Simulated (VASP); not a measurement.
# AlN (I-4m2) in VASP: notebook

The runs below take AlN through dielectric tensor, with r2SCAN.

All numbers are computed with VASP 6.6.1; they aren't measurements. Logs are shortened: lines on timing, memory, paths and dates and some standing lists are left out, and cuts for length are marked.

### 1 The cell of the first run

The structure is tetragonal, space group I-4m2 (No. 119). The conventional cell has a = 3.090 Å, b = 3.090 Å, c = 4.282 Å, α = 90.00°, β = 90.00°, γ = 90.00°. Al (site symmetry -4m2) has 4 N at 1.88 Å within 2.5 Å. Within 2.5 Å of N (site symmetry -4m2) lie 4 Al at 1.88 Å.

### 2 Dielectric tensor, r2SCAN (uniaxial z strain -2.0%)

INCAR

```
ALGO = Normal ; EDIFF = 1E-8
ENCUT = 520 ; ISIF = 2
ISMEAR = 0 ; LASPH = True
LCALCEPS = True ; LCHARG = False
LMIXTAU = True ; LREAL = False
LWAVE = False ; METAGGA = R2SCAN
NELM = 60 ; PREC = Accurate
SIGMA = 0.01
```

KPOINTS

```
k-points
0
Gamma
  8 8 8
```

POSCAR

```
AlN
1.0
    0.0000000000      2.1848764125      2.1411788842
    2.1848764125      0.0000000000      2.1411788842
    2.1848764125      2.1848764125      0.0000000000
Al N
1 1
Direct
    0.0000000000      0.0000000000      0.0000000000
    0.2500000000      0.2500000000      0.2500000000
```

Potentials or basis: VASP PAW PBE potentials, release 64 (Al, N).

Launch:

```sh
$ cat potpaw_PBE.64/Al/POTCAR potpaw_PBE.64/N/POTCAR > POTCAR
$ mpirun -np 1 vasp_std > vasp.out
```

OUTCAR:

```text
EDIFF = 1E-8
   ENCUT = 520
   ISIF = 2
   ISMEAR = 0
   LASPH = True
   LREAL = False
   METAGGA = R2SCAN
   NELM = 60
   PREC = Accurate

 ion  position               nearest neighbor table
   1  0.000  0.000  0.000-   2 1.88   2 1.88   2 1.88   2 1.88
   2  0.250  0.250  0.250-   1 1.88   1 1.88   1 1.88   1 1.88

  LATTYP: Found a body centered tetragonal cell.
 ALAT       =     3.0898818547
 C/A-ratio  =     1.3859292911

  Lattice vectors:

 A1 = (   0.0000000000,  -2.1848764125,  -2.1411788842)
 A2 = (   0.0000000000,   2.1848764125,  -2.1411788842)
 A3 = (   2.1848764125,   0.0000000000,   2.1411788842)

Analysis of symmetry for initial positions (statically):
=====================================================================
 Subroutine PRICEL returns:
 Original cell was already a primitive cell.

 Routine SETGRP: Setting up the symmetry group for a
 body centered tetragonal supercell.

 Subroutine GETGRP returns: Found  8 space group operations
 (whereof  8 operations were pure point group operations)
 out of a pool of 16 trial point group operations.

The static configuration has the point symmetry D_2d.

Analysis of symmetry for dynamics (positions and initial velocities):
=====================================================================
 Subroutine PRICEL returns:
 Original cell was already a primitive cell.

 Routine SETGRP: Setting up the symmetry group for a
 body centered tetragonal supercell.

 Subroutine GETGRP returns: Found  8 space group operations
 (whereof  8 operations were pure point group operations)
 out of a pool of 16 trial point group operations.

The dynamic configuration has the point symmetry D_2d.

 Subroutine INISYM returns: Found  8 space group operations
 (whereof  8 operations are pure point group operations),
 and found     1 'primitive' translations

----------------------------------------------------------------------------------------

                                     Primitive cell

  volume of cell :      20.4426

  direct lattice vectors                    reciprocal lattice vectors
     0.000000000  2.184876412  2.141178884    -0.228845896  0.228845896  0.233516220
     2.184876412  0.000000000  2.141178884     0.228845896 -0.228845896  0.233516220
     2.184876412  2.184876412  0.000000000     0.228845896  0.228845896 -0.233516220

  length of vectors
     3.059139087  3.059139087  3.089881855     0.399087350  0.399087350  0.399087350

  position of ions in fractional coordinates (direct lattice)
     0.000000000  0.000000000  0.000000000
     0.250000000  0.250000000  0.250000000

  ion indices of the primitive-cell ions
   primitive index   ion index
                 1           1
                 2           2

----------------------------------------------------------------------------------------

 KPOINTS: k-points

Automatic generation of k-mesh.
 Grid dimensions read from file:
 generate k-points for:    8    8    8

 Generating k-lattice:

  Cartesian coordinates                     Fractional coordinates (reciprocal lattice)
    -0.028605737  0.028605737  0.029189528     0.125000000  0.000000000  0.000000000
     0.028605737 -0.028605737  0.029189528     0.000000000  0.125000000  0.000000000
     0.028605737  0.028605737 -0.029189528     0.000000000  0.000000000  0.125000000

  Length of vectors
     0.049885919  0.049885919  0.049885919

  Shift w.r.t. Gamma in fractional coordinates (k-lattice)
     0.000000000  0.000000000  0.000000000

 Subroutine IBZKPT returns following result:
 ===========================================

 Found     59 irreducible k-points:

 Following reciprocal coordinates:
            Coordinates               Weight
  0.000000  0.000000  0.000000      1.000000
  0.125000  0.000000  0.000000      8.000000
  0.250000  0.000000  0.000000      8.000000
  0.375000  0.000000  0.000000      8.000000
  0.500000  0.000000  0.000000      4.000000
  0.125000  0.125000  0.000000      2.000000
[... 16 lines left out ...]
  0.250000  0.000000  0.125000     16.000000
  0.375000  0.000000  0.125000     16.000000
 [... further k-points ...]
   k-points           NKPTS =     59   k-points in BZ     NKDIM =     59   number of bands    NBANDS=      8
   number of dos      NEDOS =    301   number of ions     NIONS =      2
   total plane-waves  NPLWV =  13824
   dimension x,y,z NGX =    24 NGY =   24 NGZ =   24
   dimension x,y,z NGXF=    48 NGYF=   48 NGZF=   48
   ions per type =               1   1
   NGX,Y,Z   is equivalent  to a cutoff of  13.04, 13.04, 12.91 a.u.
   NGXF,Y,Z  is equivalent  to a cutoff of  26.09, 26.09, 25.83 a.u.
 SYSTEM =  unknown system
   PREC   = accura    normal or accurate (medium, high low for compatibility)
   ISTART =      0    job   : 0-new  1-cont  2-samecut
   ICHARG =      2    charge: 1-file 2-atom 10-const
   ISPIN  =      1    spin polarized calculation?
   LNONCOLLINEAR =      F non collinear calculations
   LSORBIT =      F    spin-orbit coupling
   LASPH  =      T    aspherical Exc in radial PAW
   ENCUT  =  520.0 eV  38.22 Ry    6.18 a.u.   5.69  5.69  5.75*2*pi/ulx,y,z
   NELM   =     60;   NELMIN=  2; NELMDL= -5     # of ELM steps
   EDIFF  = 0.1E-07   stopping-criterion for ELM
   LREAL  =      F    real-space projection
   EDIFFG = 0.1E-06   stopping-criterion for IOM
   NSW    =      0    number of steps for IOM
   IBRION =     -1    ionic relax: 0-MD 1-quasi-New 2-CG
   NFREE  =      0    steps in history (QN), initial steepest desc. (CG)
   ISIF   =      2    stress and relaxation
   ISYM   =      2    0-nonsym 1-usesym 2-fastsym
   POTIM  = 0.5000    time-step for ionic-motion
   TEBEG  =    0.0;   TEEND  =   0.0 temperature during run
   PSTRESS=    0.0 pullay stress
   NELECT =       8.0000    total number of electrons
   NUPDOWN=      -1.0000    fix difference up-down
   EMIN   =  10.00;   EMAX   =-10.00  energy-range for DOS
   EFERMI =   0.00;   METHOD = LEGACY
   ISMEAR =     0;   SIGMA  =   0.01  broadening in eV -4-tet -1-fermi 0-gaus
   EFERMI_NEDOS =   21; number of points for ismear=-14 and -15
   IALGO  =     38    algorithm
   IMIX   =      4    mixing-type and parameters
     AMIX     =   0.40;   BMIX     =  1.00
     AMIX_MAG =   1.60;   BMIX_MAG =  1.00
  volume/ion in A,a.u.               =      10.22        68.98
  Fermi-wavevector in a.u.,A,eV,Ry     =   1.197455  2.262862 19.509378  1.433899
  Thomas-Fermi vector in A             =   2.333370
   LORBIT       =      0    0 simple, 1 ext, 2 COOP (PROOUT), +10 PAW based schemes
   METAGGA = R2SCAN    functional components
   LHFCALC =     F    Hartree Fock is set to
   AEXX    =    0.0000 exact exchange contribution
   IVDW    =     0    specifies the selected vdW correction
   LEPSILON=     F    determine dielectric tensor
   LRPA    =     F    only Hartree local field effects (RPA)
   LRPA       =     F
 non-spin polarized calculation
 Gauss-broadening in eV      SIGMA  =   0.01
  energy-cutoff  :      520.00
  volume of cell :       20.44
 maximum number of plane-waves:       562
   NGX = 11   NGY = 11   NGZ = 11

 Total electronic dipole moment: p[elc]=(    -0.00000    -0.00000    -0.00000 ) |e| Angst

 number of electron       7.9999999 magnetization

 Free energy of the ion-electron system (eV)
  ---------------------------------------------------
  ext. energy  EPLUGINS =         0.00000000
  ---------------------------------------------------
  free energy    TOTEN  =       -19.17207913 eV

  energy without entropy =      -19.17207913  energy(sigma->0) =      -19.17207913

 E-fermi :   5.9733     XC(G=0): -11.5051

 val. band max:        5.9289239123   @ k =   0.0000   0.0000   0.0000
 cond. band min:   10000.0000000000   @ k =   0.0000   0.0000   0.0000
 fundamental gap:   9994.0710760877
 Fermi energy:         5.9733374530

 k-point     1 :       0.0000    0.0000    0.0000
  band No.  band energies     occupation
      1      -9.9804      2.00000
      2       5.8455      2.00000
      3       5.8457      2.00000
      4       5.9289      2.00000
      5   10000.0000      0.00000
      6   10000.0000      0.00000
      7   10000.0000      0.00000
      8   10000.0000      0.00000
[... 243 lines left out ...]
 k-point    24 :       0.3750    0.0000    0.1250
  band No.  band energies     occupation
      1      -8.4226      2.00000
      2       1.3652      2.00000
      3       4.9962      2.00000
      4       5.1720      2.00000
      5   10000.0000      0.00000
      6   10000.0000      0.00000
      7   10000.0000      0.00000
      8   10000.0000      0.00000

 [... further k-points ...]

------------------------ aborting loop because EDIFF is reached ----------------------------------------

            Ionic dipole moment: p[ion]=(     5.46219     5.46219     5.35295 ) |e| Angst

 Total electronic dipole moment: p[elc]=(    -0.00000    -0.00000     0.00364 ) |e| Angst

 MACROSCOPIC STATIC DIELECTRIC TENSOR (including local field effects)
 ------------------------------------------------------
           4.209273    -0.000000     0.000000
           0.000000     4.209273     0.000000
           0.000000     0.000000     4.222994
 ------------------------------------------------------

 PIEZOELECTRIC TENSOR (including local field effects) (e Angst)
          XX          YY          ZZ          XY          YZ          ZX
  --------------------------------------------------------------------------------
  x     0.00000     0.00000     0.00000    -0.00000    -0.74748    -0.00000
  y     0.00000     0.00000     0.00000     0.00000    -0.00000    -0.74748
  z     0.00000     0.00000     0.00000    -0.74584     0.00000     0.00000

 PIEZOELECTRIC TENSOR (including local field effects) (C/m^2)
          XX          YY          ZZ          XY          YZ          ZX
  --------------------------------------------------------------------------------
  x     0.00000     0.00000     0.00000    -0.00000    -0.58584    -0.00000
  y     0.00000     0.00000     0.00000     0.00000    -0.00000    -0.58584
  z     0.00000     0.00000     0.00000    -0.58454     0.00000     0.00000

 BORN EFFECTIVE CHARGES (including local field effects) (in |e|, cummulative output)
 ---------------------------------------------------------------------------------
 ion    1
    1     2.51846    -0.00000    -0.00000
    2     0.00000     2.51846    -0.00000
    3     0.00000     0.00000     2.50918
 ion    2
    1    -2.51846     0.00000     0.00000
    2    -0.00000    -2.51846     0.00000
    3     0.00000     0.00000    -2.50918

  FORCE on cell =-STRESS in cart. coord.  units (eV):
  Direction    XX          YY          ZZ          XY          YZ          ZX
  --------------------------------------------------------------------------------------
  -------------------------------------------------------------------------------------
  Total        0.3950127      0.3950127      0.7431679      0.0000000      0.0000000      0.0000000
  in kB       30.9588595     30.9588595     58.2452934      0.0000000      0.0000000      0.0000000
  external PRESSURE =      40.0543374 kB  Pullay stress =       0.0000000 kB

 VOLUME and BASIS-vectors are now :
 -----------------------------------------------------------------------------
  energy-cutoff  :      520.00
  volume of cell :       20.44
      direct lattice vectors                 reciprocal lattice vectors
     0.000000000  2.184876412  2.141178884    -0.228845896  0.228845896  0.233516220
     2.184876412  0.000000000  2.141178884     0.228845896 -0.228845896  0.233516220
     2.184876412  2.184876412  0.000000000     0.228845896  0.228845896 -0.233516220

 POSITION                                       TOTAL-FORCE (eV/Angst)
 -----------------------------------------------------------------------------------
      0.00000      0.00000      0.00000        -0.000000     -0.000000     -0.000000
      1.09244      1.09244      1.07059         0.000000      0.000000      0.000000
 -----------------------------------------------------------------------------------
    total drift:                               -0.000002     -0.000002      0.000000

  FREE ENERGIE OF THE ION-ELECTRON SYSTEM (eV)
  ---------------------------------------------------
  free  energy   TOTEN  =       -19.1720791319 eV

  energy  without entropy=      -19.1720791319  energy(sigma->0) =      -19.17207913
```

Run time: 16 min. Hardware: 1 thread of AMD EPYC 9R45 (Zen 5), shared host; peak memory 0.26 GiB.

What came out:

```yaml
Band_gap_on_the_k_mesh: 3.83 eV (least direct gap 5.01 eV)
Electronic_dielectric_tensor_diagonal: 4.21, 4.21, 4.22
Born_charges_mean_of_the_diagonal: Al +2.52; N -2.52 e
```

Levels at points of the mesh, in eV from the valence-band top:
```
           k point  band 2  band 3  band 4  band 5  band 6  band 7
(0.00, 0.00, 0.00)   -0.08   -0.08    0.00    5.01   13.64   13.67
(0.50, 0.00, 0.00)   -6.03   -0.63   -0.46    8.32   10.91   11.82
(0.50, 0.50, 0.00)   -4.94   -2.00   -2.00    3.83    9.33   15.68
(0.50, 0.00, 0.50)   -5.13   -1.82   -1.82    3.93    9.65   15.29
```

Electronic dielectric tensor:
```
4.21 0.00 0.00
0.00 4.21 0.00
0.00 0.00 4.22
```

Born effective charge tensors (e):
atom 1, Al
```
2.52 0.00 0.00
0.00 2.52 0.00
0.00 0.00 2.51
```
atom 2, N
```
-2.52  0.00  0.00
 0.00 -2.52  0.00
 0.00  0.00 -2.51
```

Dipole moments of the cell (e·Å, modulo the quantum): ionic 5.462, 5.462, 5.353; electronic 0.000, 0.000, 0.004

Caveat: the cell differs from its parent crystal (uniaxial z strain -2.0%); the structure was generated, so it needn't be the stable form of AlN; the PAW data sets were made with another functional, which shifts forces and pressure a little. A k mesh can miss the band edges.

(Continued in part 2 of 2.)

The gap in the log of VASP goes by the Fermi energy; the results here count the filled bands.